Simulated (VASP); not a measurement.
# H21ClO10 in VASP: notebook

H21ClO10 is run at these levels: PBE; tasks: single point.

Everything below comes from runs of VASP 6.6.1. Logs are shortened: lines on timing, memory, paths and dates and some standing lists are left out, and cuts for length are marked.

## 1. The cell of the first run

The cell holds an amorphous packing of atoms, 32 atoms: a = 7.699 Å, b = 7.699 Å, c = 7.699 Å, α = 90.00°, β = 90.00°, γ = 90.00°.

## 2. Single point, PBE

INCAR

```
SYSTEM = H21ClO10
  ALGO = Normal
  EDIFF = 1E-6
  ENCUT = 520
  GGA = PE
  ISIF = 2
  ISMEAR = -1
  LASPH = .TRUE.
  LCHARG = .TRUE.
  LELF = .TRUE.
  LREAL = Auto
  LVHAR = .TRUE.
  LWAVE = .FALSE.
  NBANDS = 66
  NELM = 80
  PREC = Accurate
  SIGMA = 0.05
```

KPOINTS

```
k-points
0
G
  1 1 1
  0 0 0
```

POSCAR

```
H21ClO10
1.0
    7.6986900000      0.0000000000      0.0000000000
    0.0000000000      7.6986900000      0.0000000000
    0.0000000000      0.0000000000      7.6986900000
O H Cl
10 21 1
Direct
    0.9909607998      0.8760971022      0.0836635843
    0.3162875762      0.8706546179      0.2079964254
    0.4011461690      0.7873027749      0.7448150270
    0.4161876891      0.0597634143      0.9520191097
    0.8319986907      0.4030945524      0.4448678931
    0.7145501378      0.1136427106      0.2122049336
    0.5747731108      0.2893219496      0.7203822988
    0.4360352216      0.4775357886      0.4391266566
    0.1316977304      0.4258646601      0.2786967653
    0.7655847943      0.7535697632      0.5642388510
    0.8974124169      0.8370255199      0.1458949510
    0.9784521782      0.8265562063     -0.0256277367
    0.3422270542      0.9607868352      0.1193969364
    0.1973062950      0.8432733361      0.1663529769
    0.5204911485      0.7545439549      0.7061461106
    0.3256657951      0.8045264844      0.6475257479
    0.4094332932      0.1646643780      0.8857870625
    0.3988210981     -0.0296154281      0.8633286962
    0.9431864382      0.3742844562      0.4003408372
    0.7528553559      0.3332904689      0.3694524653
    0.7542192243      0.0424357910      0.1149935898
    0.6004008474      0.1478303452      0.1769911504
    0.6552803139      0.3832080523      0.7598175794
    0.6393944944      0.2299741904      0.6272495710
    0.5212964803      0.5488855896      0.3767264301
    0.4572726009      0.4400229130      0.5531590439
    0.1541820751      0.3045323295      0.2454833225
    0.2325070889      0.4627540530      0.3517351653
    0.7257858155      0.8045005059      0.4619876888
    0.7907708974      0.6356146305      0.5208418575
    0.4509338602      0.7617789520      0.1485447524
    0.6208848518      0.6371993157      0.1187864429
```

Potentials or basis: VASP PAW PBE potentials, release 64 (O, H, Cl).

Launch:

```
$ cat potpaw_PBE.64/O/POTCAR potpaw_PBE.64/H/POTCAR potpaw_PBE.64/Cl/POTCAR > POTCAR
$ mpirun -np 1 vasp_gam > vasp.out
```

OUTCAR:

```text
SYSTEM = H21ClO10
   EDIFF = 1E-6
   ENCUT = 520
   GGA = PE
   ISIF = 2
   ISMEAR = -1
   LASPH = .TRUE.
   LREAL = Auto
   NELM = 80
   PREC = Accurate

 ion  position               nearest neighbor table
   1  0.991  0.876  0.084-  11 0.92  12 0.93
   2  0.316  0.871  0.208-  14 0.99  13 0.99  31 1.41
   3  0.401  0.787  0.745-  16 0.96  15 1.00
   4  0.416  0.060  0.952-  17 0.96  18 0.98
   5  0.832  0.403  0.445-  19 0.95  20 1.00
   6  0.715  0.114  0.212-  22 0.96  21 0.98
   7  0.575  0.289  0.720-  24 0.99  23 1.00
   8  0.436  0.478  0.439-  26 0.94  25 0.98
   9  0.132  0.426  0.279-  27 0.98  28 1.00
  10  0.766  0.754  0.564-  29 0.93  30 0.99
  11  0.897  0.837  0.146-   1 0.92
  12  0.978  0.827  0.974-   1 0.93
  13  0.342  0.961  0.119-   2 0.99
  14  0.197  0.843  0.166-   2 0.99
  15  0.520  0.755  0.706-   3 1.00
  16  0.326  0.805  0.648-   3 0.96
[... 12 lines left out ...]
  29  0.726  0.805  0.462-  10 0.93
  30  0.791  0.636  0.521-  10 0.99
  31  0.451  0.762  0.149-   2 1.41  32 1.64
  32  0.621  0.637  0.119-  31 1.64

  LATTYP: Found a simple cubic cell.
 ALAT       =     7.6986900000

  Lattice vectors:

 A1 = (   7.6986900000,   0.0000000000,   0.0000000000)
 A2 = (   0.0000000000,   7.6986900000,   0.0000000000)
 A3 = (   0.0000000000,   0.0000000000,   7.6986900000)

Analysis of symmetry for initial positions (statically):
=====================================================================
 Subroutine PRICEL returns:
 Original cell was already a primitive cell.

 Routine SETGRP: Setting up the symmetry group for a
 simple cubic supercell.

 Subroutine GETGRP returns: Found  1 space group operations
 (whereof  1 operations were pure point group operations)
 out of a pool of 48 trial point group operations.

The static configuration has the point symmetry C_1 .

Analysis of symmetry for dynamics (positions and initial velocities):
=====================================================================
 Subroutine PRICEL returns:
 Original cell was already a primitive cell.

 Routine SETGRP: Setting up the symmetry group for a
 simple cubic supercell.

 Subroutine GETGRP returns: Found  1 space group operations
 (whereof  1 operations were pure point group operations)
 out of a pool of 48 trial point group operations.

The dynamic configuration has the point symmetry C_1 .

 Subroutine INISYM returns: Found  1 space group operations
 (whereof  1 operations are pure point group operations),
 and found     1 'primitive' translations

----------------------------------------------------------------------------------------

                                     Primitive cell

  volume of cell :     456.3000

  direct lattice vectors                    reciprocal lattice vectors
     7.698690000  0.000000000  0.000000000     0.129892228  0.000000000  0.000000000
     0.000000000  7.698690000  0.000000000     0.000000000  0.129892228  0.000000000
     0.000000000  0.000000000  7.698690000     0.000000000  0.000000000  0.129892228

  length of vectors
     7.698690000  7.698690000  7.698690000     0.129892228  0.129892228  0.129892228

  position of ions in fractional coordinates (direct lattice)
     0.990960800  0.876097102  0.083663584
     0.316287576  0.870654618  0.207996425
     0.401146169  0.787302775  0.744815027
     0.416187689  0.059763414  0.952019110
     0.831998691  0.403094552  0.444867893
     0.714550138  0.113642711  0.212204934
[... 24 lines left out ...]
     0.450933860  0.761778952  0.148544752
     0.620884852  0.637199316  0.118786443

  ion indices of the primitive-cell ions
   primitive index   ion index
                 1           1
                 2           2
                 3           3
                 4           4
                 5           5
                 6           6
[... 24 lines left out ...]
                31          31
                32          32

----------------------------------------------------------------------------------------

 KPOINTS: k-points

Automatic generation of k-mesh.
 Grid dimensions read from file:
 generate k-points for:    1    1    1

 Generating k-lattice:

  Cartesian coordinates                     Fractional coordinates (reciprocal lattice)
     0.129892228  0.000000000  0.000000000     1.000000000  0.000000000  0.000000000
     0.000000000  0.129892228  0.000000000     0.000000000  1.000000000  0.000000000
     0.000000000  0.000000000  0.129892228     0.000000000  0.000000000  1.000000000

  Length of vectors
     0.129892228  0.129892228  0.129892228

  Shift w.r.t. Gamma in fractional coordinates (k-lattice)
     0.000000000  0.000000000  0.000000000

 Subroutine IBZKPT returns following result:
 ===========================================

 Found      1 irreducible k-points:

 Following reciprocal coordinates:
            Coordinates               Weight
  0.000000  0.000000  0.000000      1.000000
   k-points           NKPTS =      1   k-points in BZ     NKDIM =      1   number of bands    NBANDS=     66
   number of dos      NEDOS =    301   number of ions     NIONS =     32
   total plane-waves  NPLWV = 216000
   dimension x,y,z NGX =    60 NGY =   60 NGZ =   60
   dimension x,y,z NGXF=   120 NGYF=  120 NGZF=  120
   ions per type =              10  21   1
   NGX,Y,Z   is equivalent  to a cutoff of  12.96, 12.96, 12.96 a.u.
   NGXF,Y,Z  is equivalent  to a cutoff of  25.91, 25.91, 25.91 a.u.
 SYSTEM =  H21ClO10
   PREC   = accura    normal or accurate (medium, high low for compatibility)
   ISTART =      0    job   : 0-new  1-cont  2-samecut
   ICHARG =      2    charge: 1-file 2-atom 10-const
   ISPIN  =      1    spin polarized calculation?
   LNONCOLLINEAR =      F non collinear calculations
   LSORBIT =      F    spin-orbit coupling
   LASPH  =      T    aspherical Exc in radial PAW
   ENCUT  =  520.0 eV  38.22 Ry    6.18 a.u.  14.31 14.31 14.31*2*pi/ulx,y,z
   NELM   =     80;   NELMIN=  2; NELMDL= -5     # of ELM steps
   EDIFF  = 0.1E-05   stopping-criterion for ELM
   LREAL  =      T    real-space projection
   EDIFFG = 0.1E-04   stopping-criterion for IOM
   NSW    =      0    number of steps for IOM
   IBRION =     -1    ionic relax: 0-MD 1-quasi-New 2-CG
   NFREE  =      0    steps in history (QN), initial steepest desc. (CG)
   ISIF   =      2    stress and relaxation
   ISYM   =      2    0-nonsym 1-usesym 2-fastsym
   POTIM  = 0.5000    time-step for ionic-motion
   TEBEG  =    0.0;   TEEND  =   0.0 temperature during run
   PSTRESS=    0.0 pullay stress
   NELECT =      88.0000    total number of electrons
   NUPDOWN=      -1.0000    fix difference up-down
   EMIN   =  10.00;   EMAX   =-10.00  energy-range for DOS
   EFERMI =   0.00;   METHOD = LEGACY
   ISMEAR =    -1;   SIGMA  =   0.05  broadening in eV -4-tet -1-fermi 0-gaus
   EFERMI_NEDOS =   21; number of points for ismear=-14 and -15
   IALGO  =     38    algorithm
   IMIX   =      4    mixing-type and parameters
     AMIX     =   0.40;   BMIX     =  1.00
     AMIX_MAG =   1.60;   BMIX_MAG =  1.00
  volume/ion in A,a.u.               =      14.26        96.23
  Fermi-wavevector in a.u.,A,eV,Ry     =   0.945843  1.787383 12.172021  0.894618
  Thomas-Fermi vector in A             =   2.073783
   LORBIT       =      0    0 simple, 1 ext, 2 COOP (PROOUT), +10 PAW based schemes
   GGA     = PE    functional components
   LHFCALC =     F    Hartree Fock is set to
   AEXX    =    0.0000 exact exchange contribution
   IVDW    =     0    specifies the selected vdW correction
   LEPSILON=     F    determine dielectric tensor
   LRPA    =     F    only Hartree local field effects (RPA)
 non-spin polarized calculation
  energy-cutoff  :      520.00
  volume of cell :      456.30
 maximum number of plane-waves:      6099
 NGX is ok and might be reduce to    60
   NGX = 29   NGY = 29   NGZ = 29

 number of electron      87.9999995 magnetization

 Free energy of the ion-electron system (eV)
  ---------------------------------------------------
  ext. energy  EPLUGINS =         0.00000000
  ---------------------------------------------------
  free energy    TOTEN  =      -151.12102935 eV

  energy without entropy =     -151.12102935  energy(sigma->0) =     -151.12102935

 E-fermi :  -3.0021     XC(G=0):  -5.6812

 val. band max:       -4.2498114258   @ k =   0.0000   0.0000   0.0000
 cond. band min:       0.1987975037   @ k =   0.0000   0.0000   0.0000
 fundamental gap:      4.4486089296
 Fermi energy:        -3.0020736387

 k-point     1 :       0.0000    0.0000    0.0000
  band No.  band energies     occupation
      1     -24.3430      2.00000
      2     -23.7018      2.00000
      3     -23.2719      2.00000
      4     -23.1408      2.00000
      5     -22.9379      2.00000
      6     -22.9257      2.00000
[... 48 lines left out ...]
     55       4.6356      0.00000
     56       4.6802      0.00000
 [bands above 56 left out]

------------------------ aborting loop because EDIFF is reached ----------------------------------------

  FORCE on cell =-STRESS in cart. coord.  units (eV):
  Direction    XX          YY          ZZ          XY          YZ          ZX
  --------------------------------------------------------------------------------------
  -------------------------------------------------------------------------------------
  Total        1.9972224      0.6540428      6.9074603      2.0986856     -3.7055876      0.5267569
  in kB        7.0127203      2.2964991     24.2537269      7.3689816    -13.0111944      1.8495680
  external PRESSURE =      11.1876488 kB  Pullay stress =       0.0000000 kB

 VOLUME and BASIS-vectors are now :
 -----------------------------------------------------------------------------
  energy-cutoff  :      520.00
  volume of cell :      456.30
      direct lattice vectors                 reciprocal lattice vectors
     7.698690000  0.000000000  0.000000000     0.129892228  0.000000000  0.000000000
     0.000000000  7.698690000  0.000000000     0.000000000  0.129892228  0.000000000
     0.000000000  0.000000000  7.698690000     0.000000000  0.000000000  0.129892228

 POSITION                                       TOTAL-FORCE (eV/Angst)
 -----------------------------------------------------------------------------------
      7.62910      6.74480      0.64410         2.868308      2.193127      0.219116
      2.43500      6.70290      1.60130         1.140781     -0.895987     -0.371093
      3.08830      6.06120      5.73410         0.821966     -0.164167      0.772183
      3.20410      0.46010      7.32930        -0.243945     -0.034590      0.825245
      6.40530      3.10330      3.42490        -2.780188     -0.406367      0.577514
      5.50110      0.87490      1.63370         0.662943     -0.255348      0.341076
[... 24 lines left out ...]
      3.47160      5.86470      1.14360        -0.022946     -0.369410      0.471270
      4.78000      4.90560      0.91450        -1.148081      1.060754      0.136083
 -----------------------------------------------------------------------------------
    total drift:                                0.005794     -0.013823     -0.005806

  FREE ENERGIE OF THE ION-ELECTRON SYSTEM (eV)
  ---------------------------------------------------
  free  energy   TOTEN  =      -151.1210293528 eV

  energy  without entropy=     -151.1210293528  energy(sigma->0) =     -151.12102935
```

It took 63 s on 1 thread of AMD EPYC 7R43 (Zen 3), shared host; peak memory 0.4 GiB.

What came out:

```yaml
Free_energy: -151.1210 eV
Pressure: 1.1 GPa
Largest_force: 3.727 eV/Å
Band_gap_on_the_k_mesh: 4.45 eV
```

Forces in eV/Å, atoms in the order of the input:
```
O    2.868  2.193  0.219
O    1.141 -0.896 -0.371
O    0.822 -0.164  0.772
O   -0.244 -0.035  0.825
O   -2.780 -0.406  0.578
O    0.663 -0.255  0.341
O    0.663  0.773  0.017
O   -1.454  0.567 -2.376
O   -0.013 -0.541 -0.060
O    0.480 -1.253  1.796
H   -2.748 -1.482  2.037
H   -0.193 -1.060 -2.357
H    0.460  0.877 -0.224
H   -0.413 -0.574  0.198
H   -0.741  0.330 -0.242
H   -0.049 -0.187 -0.900
H    0.246  1.111 -0.290
H    0.252 -0.978 -0.412
H    1.961  0.167 -0.774
H    0.629  0.568  0.439
H    0.097  0.294  0.075
H   -0.872  0.176 -0.352
H   -0.602 -0.908 -0.315
H   -0.042  0.333  0.405
H    0.169 -0.291  0.526
H    1.123 -0.377  1.829
H    0.191  0.630  0.075
H    0.129 -0.405 -0.296
H   -0.834  1.489 -1.980
H    0.261 -0.388  0.213
H   -0.023 -0.369  0.471
Cl  -1.148  1.061  0.136
```

Stress tensor (GPa, compression positive):
```
 0.70  0.74  0.18
 0.74  0.23 -1.30
 0.18 -1.30  2.43
```

Caveat: the k points lie up to 0.82 Å⁻¹ apart.

## 3. Single point, PBE

INCAR

```
SYSTEM = H21ClO10
  ALGO = Normal
  EDIFF = 1E-6
  ENCUT = 520
  GGA = PE
  ISIF = 2
  ISMEAR = -1
  LASPH = .True.
  LCHARG = .False.
  LREAL = Auto
  LWAVE = .False.
  NBANDS = 66
  NELM = 80
  PREC = Accurate
  SIGMA = 0.05
```

KPOINTS

```
k-points
0
Gamma
  1 1 1
  0 0 0
```

POSCAR

```
H21ClO10
1.0
    7.6986900000      0.0000000000      0.0000000000
    0.0000000000      7.6986900000      0.0000000000
    0.0000000000      0.0000000000      7.6986900000
O H Cl
10 21 1
Direct
    0.9823099774      0.8906320426      0.0710770274
    0.3584895612      0.8841244420      0.2278829255
    0.3883517845      0.7414897859      0.7339820151
    0.4482840587      0.0566849685      0.9452257462
    0.7886796325      0.4124597821      0.4273714099
    0.6933906937      0.1278918881      0.1823037426
    0.5959455440      0.3131441843      0.7517902396
    0.4229161065      0.5011372065      0.4464395891
    0.1317496873      0.4061989767      0.2780992610
    0.7438538245      0.7499197915      0.5660313638
    0.8775908629      0.8247766828      0.0747399882
    1.0453726543      0.8336613112     -0.0212114009
    0.3763107750      0.9895839422      0.1571046503
    0.2378196810      0.8575614812      0.1853302315
    0.4995395321      0.7612593831      0.6654119077
    0.3114425961      0.8036302280      0.6552023786
    0.4910835480      0.1530909804      0.8648744137
    0.4583507064     -0.0555029492      0.8806303410
    0.9045564895      0.3980417448      0.3759470767
    0.7241102058      0.3469811098      0.3344465097
    0.8135410050      0.0999001129      0.1695613150
    0.6223006771      0.0725318203      0.0918208163
    0.5864114544      0.3925862712      0.8556390763
    0.6642428777      0.3694914330      0.6659314767
    0.5225044780      0.5451966503      0.3726218357
    0.4633515572      0.5469372062      0.5627191120
    0.1508828125      0.3102995445      0.1977998854
    0.2385210990      0.4200324990      0.3482670428
    0.7541282997      0.8475857581      0.4838095832
    0.7684684018      0.6441875176      0.4942918860
    0.4760420279      0.7847568872      0.1765235384
    0.6217291513      0.6750369219      0.1163184905
```

Potentials or basis: VASP PAW PBE potentials, release 64 (O, H, Cl).

Launch:

```
$ cat potpaw_PBE.64/O/POTCAR potpaw_PBE.64/H/POTCAR potpaw_PBE.64/Cl/POTCAR > POTCAR
$ mpirun -np 1 vasp_gam > vasp.out
```

It took 52 s on 1 thread of AMD EPYC 7R43 (Zen 3), shared host; peak memory 0.41 GiB.

Results (log left out):

```
Free energy            : -151.4416 eV
Pressure               : -0.3 GPa
Largest force          : 3.015 eV/Å
Band gap on the k mesh : 4.46 eV
```

Forces in eV/Å, atoms in the order of the input:
```
O    1.462  0.718  0.109
O   -1.677  0.404 -0.141
O    1.318  0.808 -0.868
O    0.294  0.212 -0.792
O   -0.448 -0.742 -1.065
O   -0.633  0.749  1.026
O   -1.215  0.238  2.748
O    1.864  1.171  0.488
O   -0.420 -0.268 -0.205
O   -0.098  0.131 -0.596
H   -1.431 -0.818  0.370
H    0.221  0.023 -0.488
H    0.624  0.365 -0.206
H    0.498 -0.495  0.633
H   -0.278 -0.336  0.883
H   -0.577 -0.107  0.025
H   -0.260 -1.025  0.351
H   -0.223  0.567  0.102
H    0.840  0.381  0.380
H   -0.108  0.331  0.886
H    0.688 -0.492 -0.516
H    0.282  0.127 -0.342
H    0.384 -0.578 -1.334
H    0.981  0.448 -1.170
H   -1.214 -0.583  0.248
H   -1.128 -0.835 -1.017
H    0.108  0.174  0.144
H    0.085  0.111 -0.001
H   -0.064 -0.438  0.353
H   -0.066  0.283  0.284
H   -0.214 -0.076 -0.044
Cl   0.407 -0.449 -0.245
```

Stress tensor (GPa, compression positive):
```
 0.33 -0.24  0.02
-0.24 -0.34 -0.61
 0.02 -0.61 -0.99
```

Levels at points of the mesh, in eV from the valence-band top:
| k point | band 40 | band 41 | band 42 | band 43 | band 44 | band 45 | band 46 | band 47 | band 48 | band 49 |
| --- | --- | --- | --- | --- | --- | --- | --- | --- | --- | --- |
| (0.00, 0.00, 0.00) | -0.51 | -0.40 | -0.21 | -0.13 | 0.00 | 4.46 | 6.69 | 6.84 | 7.29 | 7.35 |

Caveat: the k points lie up to 0.82 Å⁻¹ apart.

[end of part 1 of 2]
